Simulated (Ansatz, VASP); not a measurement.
**One calculation of SnO, two programs**

File INCAR:

```
  PREC = Accurate
  ENCUT = 520
  EDIFF = 1E-6
  ISMEAR = 0
  SIGMA = 0.1
  LREAL = False
  LASPH = True
  NELM = 100
  ALGO = Normal
  ISIF = 2
  LWAVE = False
  LCHARG = False
  GGA = PE
  NBANDS = 28
```

File KPOINTS:

```
regular mesh
0
Gamma
  4 4 4
```

The input POSCAR:

```
SnO
1.0
    2.7528988400     -2.5613696500      0.0000000000
    2.7528988400      2.5613696500      0.0000000000
   -0.0204393400      0.0000000000      4.9485341900
Sn O
2 2
Direct
    0.3054130600      0.3054130600      0.2457447300
    0.6945869400      0.6945869400      0.7542552700
    0.7859053800      0.2140946200      0.0000000000
    0.2140946200      0.7859053800      0.0000000000
```

Input for Ansatz:

```yaml
crystal:
  lattice:
    - [2.75289884, -2.56136965, 0.0]
    - [2.75289884, 2.56136965, 0.0]
    - [-0.02043934, 0.0, 4.94853419]
  atoms:
    - { symbol: Sn, position: [0.30541306, 0.30541306, 0.24574473] }
    - { symbol: Sn, position: [0.69458694, 0.69458694, 0.75425527] }
    - { symbol: O, position: [0.78590538, 0.21409462, 0.0] }
    - { symbol: O, position: [0.21409462, 0.78590538, 0.0] }
basis:
  ecutwfc: 420
kpoints:
  mp_grid: { grid: [4, 4, 4] }
hamiltonian:
  xc: pbe
scf:
  occupations: { method: gaussian, width: 0.1 }
  lower_state_search: "off"
output:
  forces: true
  stress: true
  eigenvalues: true
```

Alike in both runs: task single point; functional PBE; k mesh 4 × 4 × 4; occupations gaussian, width 0.1 eV; no spin polarisation.

|  | VASP | Ansatz |
| --- | --- | --- |
| version | VASP 6.6.1 | Ansatz 0.2.0 |
| potentials or method | VASP PAW PBE potentials, release 64 (Sn_d, O), cutoff 520 eV | scalar-relativistic, plane waves, PAW |
| valence electrons in the cell | 40 | 40 |

|  | VASP | Ansatz | Ansatz less VASP |
| --- | --- | --- | --- |
| gap on the k mesh at the Fermi level (eV) | none | none | - |
| pressure (GPa) | 4.8 | 4.6 | -0.21 |
| traceless stress, the component that is largest in VASP (GPa) | 7.88 | 7.85 | -0.028 |
| rms of the force components (eV/Å) | 1.153 | 1.166 | +0.0129 |

Atom by atom the forces differ by 0.035 eV/Å (rms over components). A gap of «none» marks a metal or a gap that the smearing closes.

The k mesh is coarse, so the values compare programs but aren't converged.
